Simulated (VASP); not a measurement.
# Pt3Pb (Pm-3m) in VASP: single point with LDA

Aim: the single point of Pt3Pb with LDA.

All numbers are computed with VASP 6.6.1; they aren't measurements. Logs are shortened: lines on timing, memory, paths and dates and some standing lists are left out, and cuts for length are marked.

### Step 1. The cell of the first run

The structure is cubic, space group Pm-3m (No. 221). The conventional cell has a = 4.058 Å, b = 4.058 Å, c = 4.058 Å, α = 90.00°, β = 90.00°, γ = 90.00°. Pt (site symmetry 4/mmm) has 8 Pt at 2.87 Å and 4 Pb at 2.87 Å within 3.8 Å. Within 3.8 Å of Pb (site symmetry m-3m) lie 12 Pt at 2.87 Å.

### Step 2. Single point, LDA

INCAR reads:

```
  PREC = Accurate
  ENCUT = 520
  EDIFF = 1E-6
  ISMEAR = -1
  SIGMA = 0.03
  LREAL = False
  LASPH = True
  NELM = 80
  ALGO = Normal
  ISIF = 2
  LWAVE = False
  LCHARG = True
  GGA = CA
  LELF = True
  LVHAR = True
  NBANDS = 30
```

KPOINTS reads:

```
Automatic mesh
0
Gamma
  9 9 9
```

POSCAR reads:

```
Pt3Pb
1.0
    4.0580000000      0.0000000000      0.0000000000
    0.0000000000      4.0580000000      0.0000000000
    0.0000000000      0.0000000000      4.0580000000
Pt Pb
3 1
Direct
    0.0000000000      0.5000000000      0.5000000000
    0.5000000000      0.0000000000      0.5000000000
    0.5000000000      0.5000000000      0.0000000000
    0.0000000000      0.0000000000      0.0000000000
```

Potentials or basis: VASP PAW LDA potentials, release 64 (Pt, Pb_d).

Command:

```bash
cat potpaw_LDA.64/Pt/POTCAR potpaw_LDA.64/Pb_d/POTCAR > POTCAR
mpirun -np 1 vasp_std > vasp.out
```

OUTCAR:

```text
PREC = Accurate
   ENCUT = 520
   EDIFF = 1E-6
   ISMEAR = -1
   LREAL = False
   LASPH = True
   NELM = 80
   ISIF = 2
   GGA = CA

 ion  position               nearest neighbor table
   1  0.000  0.500  0.500-   2 2.87   3 2.87   4 2.87   3 2.87   4 2.87   2 2.87   4 2.87   4 2.87
                             2 2.87   3 2.87   3 2.87   2 2.87
   2  0.500  0.000  0.500-   1 2.87   3 2.87   4 2.87   3 2.87   4 2.87   1 2.87   3 2.87   3 2.87
                             1 2.87   4 2.87   4 2.87   1 2.87
   3  0.500  0.500  0.000-   1 2.87   2 2.87   4 2.87   1 2.87   2 2.87   2 2.87   4 2.87   2 2.87
                             1 2.87   4 2.87   1 2.87   4 2.87
   4  0.000  0.000  0.000-   1 2.87   2 2.87   3 2.87   1 2.87   2 2.87   1 2.87   3 2.87   1 2.87
                             2 2.87   3 2.87   2 2.87   3 2.87

  LATTYP: Found a simple cubic cell.
 ALAT       =     4.0580000000

  Lattice vectors:

 A1 = (   4.0580000000,   0.0000000000,   0.0000000000)
 A2 = (   0.0000000000,   4.0580000000,   0.0000000000)
 A3 = (   0.0000000000,   0.0000000000,   4.0580000000)

Analysis of symmetry for initial positions (statically):
=====================================================================
 Subroutine PRICEL returns:
 Original cell was already a primitive cell.

 Routine SETGRP: Setting up the symmetry group for a
 simple cubic supercell.

 Subroutine GETGRP returns: Found 48 space group operations
 (whereof 48 operations were pure point group operations)
 out of a pool of 48 trial point group operations.

The static configuration has the point symmetry O_h .

Analysis of symmetry for dynamics (positions and initial velocities):
=====================================================================
 Subroutine PRICEL returns:
 Original cell was already a primitive cell.

 Routine SETGRP: Setting up the symmetry group for a
 simple cubic supercell.

 Subroutine GETGRP returns: Found 48 space group operations
 (whereof 48 operations were pure point group operations)
 out of a pool of 48 trial point group operations.

The dynamic configuration has the point symmetry O_h .

 Subroutine INISYM returns: Found 48 space group operations
 (whereof 48 operations are pure point group operations),
 and found     1 'primitive' translations

----------------------------------------------------------------------------------------

                                     Primitive cell

  volume of cell :      66.8246

  direct lattice vectors                    reciprocal lattice vectors
     4.058000000  0.000000000  0.000000000     0.246426811  0.000000000  0.000000000
     0.000000000  4.058000000  0.000000000     0.000000000  0.246426811  0.000000000
     0.000000000  0.000000000  4.058000000     0.000000000  0.000000000  0.246426811

  length of vectors
     4.058000000  4.058000000  4.058000000     0.246426811  0.246426811  0.246426811

  position of ions in fractional coordinates (direct lattice)
     0.000000000  0.500000000  0.500000000
     0.500000000  0.000000000  0.500000000
     0.500000000  0.500000000  0.000000000
     0.000000000  0.000000000  0.000000000

  ion indices of the primitive-cell ions
   primitive index   ion index
                 1           1
                 2           2
                 3           3
                 4           4

----------------------------------------------------------------------------------------

 KPOINTS: Automatic mesh

Automatic generation of k-mesh.
 Grid dimensions read from file:
 generate k-points for:    9    9    9

 Generating k-lattice:

  Cartesian coordinates                     Fractional coordinates (reciprocal lattice)
     0.027380757  0.000000000  0.000000000     0.111111111  0.000000000  0.000000000
     0.000000000  0.027380757  0.000000000     0.000000000  0.111111111  0.000000000
     0.000000000  0.000000000  0.027380757     0.000000000  0.000000000  0.111111111

  Length of vectors
     0.027380757  0.027380757  0.027380757

  Shift w.r.t. Gamma in fractional coordinates (k-lattice)
     0.000000000  0.000000000  0.000000000

 Subroutine IBZKPT returns following result:
 ===========================================

 Found     35 irreducible k-points:

 Following reciprocal coordinates:
            Coordinates               Weight
  0.000000  0.000000  0.000000      1.000000
  0.111111  0.000000  0.000000      6.000000
  0.222222  0.000000  0.000000      6.000000
  0.333333  0.000000  0.000000      6.000000
  0.444444  0.000000  0.000000      6.000000
  0.111111  0.111111  0.000000     12.000000
[... 16 lines left out ...]
  0.333333  0.333333  0.111111     24.000000
  0.444444  0.333333  0.111111     48.000000
 [... further k-points ...]
   k-points           NKPTS =     35   k-points in BZ     NKDIM =     35   number of bands    NBANDS=     30
   number of dos      NEDOS =    301   number of ions     NIONS =      4
   total plane-waves  NPLWV =  27000
   dimension x,y,z NGX =    30 NGY =   30 NGZ =   30
   dimension x,y,z NGXF=    60 NGYF=   60 NGZF=   60
   ions per type =               3   1
   NGX,Y,Z   is equivalent  to a cutoff of  12.29, 12.29, 12.29 a.u.
   NGXF,Y,Z  is equivalent  to a cutoff of  24.58, 24.58, 24.58 a.u.
 SYSTEM =  unknown system
   PREC   = accura    normal or accurate (medium, high low for compatibility)
   ISTART =      0    job   : 0-new  1-cont  2-samecut
   ICHARG =      2    charge: 1-file 2-atom 10-const
   ISPIN  =      1    spin polarized calculation?
   LNONCOLLINEAR =      F non collinear calculations
   LSORBIT =      F    spin-orbit coupling
   LASPH  =      T    aspherical Exc in radial PAW
   ENCUT  =  520.0 eV  38.22 Ry    6.18 a.u.   7.55  7.55  7.55*2*pi/ulx,y,z
   NELM   =     80;   NELMIN=  2; NELMDL= -5     # of ELM steps
   EDIFF  = 0.1E-05   stopping-criterion for ELM
   LREAL  =      F    real-space projection
[... 7 lines left out ...]
   TEBEG  =    0.0;   TEEND  =   0.0 temperature during run
   PSTRESS=    0.0 pullay stress
   NELECT =      44.0000    total number of electrons
   NUPDOWN=      -1.0000    fix difference up-down
   EMIN   =  10.00;   EMAX   =-10.00  energy-range for DOS
   EFERMI =   0.00;   METHOD = LEGACY
   ISMEAR =    -1;   SIGMA  =   0.03  broadening in eV -4-tet -1-fermi 0-gaus
   EFERMI_NEDOS =   21; number of points for ismear=-14 and -15
   IALGO  =     38    algorithm
   IMIX   =      4    mixing-type and parameters
     AMIX     =   0.40;   BMIX     =  1.00
     AMIX_MAG =   1.60;   BMIX_MAG =  1.00
  volume/ion in A,a.u.               =      16.71       112.74
  Fermi-wavevector in a.u.,A,eV,Ry     =   1.424231  2.691406 27.598508  2.028433
  Thomas-Fermi vector in A             =   2.544744
   LORBIT       =      0    0 simple, 1 ext, 2 COOP (PROOUT), +10 PAW based schemes
   GGA     = CA    functional components
   LHFCALC =     F    Hartree Fock is set to
   AEXX    =    0.0000 exact exchange contribution
   IVDW    =     0    specifies the selected vdW correction
   LEPSILON=     F    determine dielectric tensor
   LRPA    =     F    only Hartree local field effects (RPA)
 non-spin polarized calculation
  energy-cutoff  :      520.00
  volume of cell :       66.82
 maximum number of plane-waves:      1819
 NGX is ok and might be reduce to    30
   NGX = 15   NGY = 15   NGZ = 15

 number of electron      43.9999997 magnetization

 Free energy of the ion-electron system (eV)
  ---------------------------------------------------
  ext. energy  EPLUGINS =         0.00000000
  ---------------------------------------------------
  free energy    TOTEN  =       -27.12973876 eV

  energy without entropy =      -27.12716267  energy(sigma->0) =      -27.12845071

 E-fermi :  11.2100     XC(G=0): -13.2164

 val. band max:       11.1321504889   @ k =   0.1111   0.1111   0.0000
 cond. band min:      11.2284175951   @ k =   0.4444   0.4444   0.3333
 fundamental gap:      0.0962671062
 Fermi energy:        11.2100239980

 k-point     1 :       0.0000    0.0000    0.0000
  band No.  band energies     occupation
      1      -6.1400      2.00000
      2      -6.1400      2.00000
      3      -6.0851      2.00000
      4      -6.0851      2.00000
      5      -6.0851      2.00000
      6      -1.2594      2.00000
[... 22 lines left out ...]
     29      19.0055      0.00000
     30      19.0055      0.00000

 k-point     2 :       0.1111    0.0000    0.0000
  band No.  band energies     occupation
      1      -6.1344      2.00000
      2      -6.1261      2.00000
      3      -6.0839      2.00000
      4      -6.0801      2.00000
      5      -6.0801      2.00000
      6      -1.1304      2.00000
[... 22 lines left out ...]
     29      19.0848      0.00000
     30      19.6021      0.00000

 k-point     3 :       0.2222    0.0000    0.0000
  band No.  band energies     occupation
      1      -6.1202      2.00000
      2      -6.0909      2.00000
      3      -6.0808      2.00000
      4      -6.0676      2.00000
      5      -6.0676      2.00000
      6      -0.7552      2.00000
[... 22 lines left out ...]
     29      18.8484      0.00000
     30      19.7277      0.00000

 k-point     4 :       0.3333    0.0000    0.0000
  band No.  band energies     occupation
      1      -6.1041      2.00000
      2      -6.0774      2.00000
      3      -6.0532      2.00000
      4      -6.0532      2.00000
      5      -6.0508      2.00000
      6      -0.1873      2.00000
[... 22 lines left out ...]
     29      19.1724      0.00000
     30      19.2591      0.00000

 k-point     5 :       0.4444    0.0000    0.0000
  band No.  band energies     occupation
      1      -6.0936      2.00000
      2      -6.0752      2.00000
      3      -6.0438      2.00000
      4      -6.0438      2.00000
      5      -6.0247      2.00000
      6       0.3723      2.00000
[... 22 lines left out ...]
     29      19.0289      0.00000
     30      19.6708      0.00000
[... 526 lines left out ...]
     29      20.2619      0.00000
     30      21.0964      0.00000

 k-point    22 :       0.4444    0.2222    0.1111
  band No.  band energies     occupation
      1      -6.0787      2.00000
      2      -6.0664      2.00000
      3      -6.0593      2.00000
      4      -6.0520      2.00000
      5      -5.9953      2.00000
      6       0.7168      2.00000
[... 22 lines left out ...]
     29      20.3856      0.00000
     30      21.0110      0.00000

 k-point    23 :       0.3333    0.3333    0.1111
  band No.  band energies     occupation
      1      -6.0962      2.00000
      2      -6.0618      2.00000
      3      -6.0605      2.00000
      4      -6.0455      2.00000
      5      -5.9912      2.00000
      6       0.6660      2.00000
[... 22 lines left out ...]
     29      21.1455      0.00000
     30      21.2831      0.00000

 k-point    24 :       0.4444    0.3333    0.1111
  band No.  band energies     occupation
      1      -6.1036      2.00000
      2      -6.0601      2.00000
      3      -6.0543      2.00000
      4      -6.0445      2.00000
      5      -5.9717      2.00000
      6       0.9758      2.00000
[... 22 lines left out ...]
     29      20.3628      0.00000
     30      20.9738      0.00000

 [... further k-points ...]
[... 5 lines left out ...]
  --------------------------------------------------------------------------------------
  -------------------------------------------------------------------------------------
  Total       -0.9413841     -0.9413841     -0.9413841      0.0000000      0.0000000      0.0000000
  in kB      -22.5705065    -22.5705065    -22.5705065      0.0000000      0.0000000      0.0000000
  external PRESSURE =     -22.5705065 kB  Pullay stress =       0.0000000 kB

 VOLUME and BASIS-vectors are now :
 -----------------------------------------------------------------------------
  energy-cutoff  :      520.00
  volume of cell :       66.82
      direct lattice vectors                 reciprocal lattice vectors
     4.058000000  0.000000000  0.000000000     0.246426811  0.000000000  0.000000000
     0.000000000  4.058000000  0.000000000     0.000000000  0.246426811  0.000000000
     0.000000000  0.000000000  4.058000000     0.000000000  0.000000000  0.246426811

 POSITION                                       TOTAL-FORCE (eV/Angst)
 -----------------------------------------------------------------------------------
      0.00000      2.02900      2.02900         0.000000      0.000000      0.000000
      2.02900      0.00000      2.02900         0.000000      0.000000      0.000000
      2.02900      2.02900      0.00000         0.000000      0.000000      0.000000
      0.00000      0.00000      0.00000         0.000000      0.000000      0.000000
 -----------------------------------------------------------------------------------
    total drift:                                0.000000      0.000000     -0.000000

  FREE ENERGIE OF THE ION-ELECTRON SYSTEM (eV)
  ---------------------------------------------------
  free  energy   TOTEN  =       -27.1297387591 eV

  energy  without entropy=      -27.1271626690  energy(sigma->0) =      -27.12845071
```

Run time: 41 s. Hardware: 1 thread of AMD EPYC 7R13 (Zen 3), shared host; peak memory 0.16 GiB.

Results:

| Item | Value |
| --- | --- |
| Free energy | -27.1297 eV |
| Pressure | -2.3 GPa |
| Band gap on the k mesh | zero (bands 22 and 23 overlap by 0.37 eV) |

Levels at points of the mesh, in eV from the Fermi level:
| k point | band 19 | band 20 | band 21 | band 22 | band 23 | band 24 | band 25 | band 26 |
| --- | --- | --- | --- | --- | --- | --- | --- | --- |
| (0.00, 0.00, 0.00) | -1.04 | -1.04 | -0.43 | 0.08 | 0.08 | 0.08 | 1.54 | 6.12 |

Caveat: spin-orbit coupling is left out, which moves the levels of the heavy elements.

The gap in the log of VASP goes by the Fermi energy; the results here count the filled bands.